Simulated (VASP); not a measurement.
A run of VASP 6.6.1:

Contents of INCAR:

```
PREC = Accurate
ENCUT = 520
EDIFF = 1E-6
ISMEAR = 0
SIGMA = 0.1
LREAL = False
LASPH = True
NELM = 150
ALGO = Normal
ISIF = 2
LWAVE = False
LCHARG = True
ISPIN = 2
MAGMOM = 4.29 0
LORBIT = 11
LMAXMIX = 4
GGA = PS
LELF = True
LVHAR = True
NBANDS = 20
```

The input KPOINTS:

```
Automatic mesh
0
Gamma
  14 14 14
```

The input POSCAR:

```
MnS
1.0
    0.0000000000      2.8201183665      2.8201183665
    2.8201183665      0.0000000000      2.8201183665
    2.8201183665      2.8201183665      0.0000000000
Mn S
1 1
Direct
    0.0000000000      0.0000000000      0.0000000000
    0.2500000000      0.2500000000      0.2500000000
```

Potentials or basis: VASP PAW PBE potentials, release 64 (Mn_pv, S).

The run is started by

```sh
$ cat potpaw_PBE.64/Mn_pv/POTCAR potpaw_PBE.64/S/POTCAR > POTCAR
$ mpirun -np 1 vasp_std > vasp.out
```

Hardware: 1 thread of Intel(R) Xeon(R) 6975P-C (Granite Rapids), with other jobs on the host.

Estimate the wall time of this run.

Run time: 89 s on 1 thread of Intel(R) Xeon(R) 6975P-C (Granite Rapids), with other jobs on the host, peak memory 0.28 GiB. Counts: scf iterations 16, k points 104.
